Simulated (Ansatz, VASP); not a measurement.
**One calculation of PbS, two programs**

File INCAR:

```
SYSTEM = PbS
AGGAC = 1.0 ; AGGAX = 1.0
ALDAC = 0.0 ; ALDAX = 1.0
ALGO = Normal ; EDIFF = 1E-7
ENCUT = 520 ; GGA = B5
ISIF = 2 ; ISMEAR = -1
IVDW = 12 ; LASPH = .TRUE.
LCHARG = .FALSE. ; LREAL = .FALSE.
LWAVE = .FALSE. ; NBANDS = 28
NELM = 80 ; PREC = Accurate
SIGMA = 0.05 ; VDW_A1 = 0.4298
VDW_A2 = 4.2359 ; VDW_S6 = 1.0
VDW_S8 = 2.6996
```

KPOINTS

```
k-points
0
G
  7 7 6
  0 0 0
```

Contents of POSCAR:

```
PbS
1.0
    2.0518417802     -5.9103234677      0.0000000000
    2.0518417802      5.9103234677      0.0000000000
    0.0000000000      0.0000000000      4.2214851889
Pb S
2 2
Direct
    0.1305633500      0.8694366500      0.2500000000
    0.8694366500      0.1305633500      0.7500000000
    0.3547970900      0.6452029100      0.2500000000
    0.6452029100      0.3547970900      0.7500000000
```

File input.yaml:

```yaml
crystal:
  lattice:
    - [2.0518417802, -5.9103234677, 0.0]
    - [2.0518417802, 5.9103234677, 0.0]
    - [0.0, 0.0, 4.2214851889]
  atoms:
    - { symbol: Pb, position: [0.13056335, 0.86943665, 0.25] }
    - { symbol: Pb, position: [0.86943665, 0.13056335, 0.75] }
    - { symbol: S, position: [0.35479709, 0.64520291, 0.25] }
    - { symbol: S, position: [0.64520291, 0.35479709, 0.75] }
hamiltonian:
  xc: blyp
  pseudopotentials: { kind: paw }
  dispersion: d3bj
kpoints:
  mp_grid: { grid: [7, 7, 6] }
scf:
  occupations: { method: fermi_dirac, width: 0.05 }
output:
  forces: true
  stress: true
  eigenvalues: true
```

Alike in both runs: task single point; functional BLYP; dispersion D3(BJ); k mesh 7 × 7 × 6; occupations fermi-dirac, width 0.05 eV; no spin polarisation.

|  | VASP | Ansatz |
| --- | --- | --- |
| version | VASP 6.6.1 | Ansatz 0.2.0 |
| potentials or method | VASP PAW PBE potentials, release 64 (Pb_d, S) | Ansatz PAW |
| plane-wave cutoff (eV) | 520 | 420 |
| valence electrons in the cell | 40 | 40 |

Ansatz gave:

- gap on the k mesh at the Fermi level (eV): 1.23
- least direct gap on the mesh (eV): 1.51
- pressure (GPa): 2.3
- traceless stress, the component that is largest in VASP (GPa): 0.19
- rms of the force components (eV/Å): 0.260

Q: What did VASP give for the same quantities?

A: gap on the k mesh at the Fermi level (eV): 1.22; least direct gap on the mesh (eV): 1.51; pressure (GPa): 2.4; traceless stress, the component that is largest in VASP (GPa): 0.17; rms of the force components (eV/Å): 0.266.

VASP's potentials were made for PBE, not for BLYP. Atom by atom the forces differ by 0.006 eV/Å (rms over components).

Neither program's run includes spin-orbit coupling. Noted on Ansatz's run: odd divisions of the mesh miss points on the zone boundary, where band edges often lie, so the gap on the mesh can be too wide.
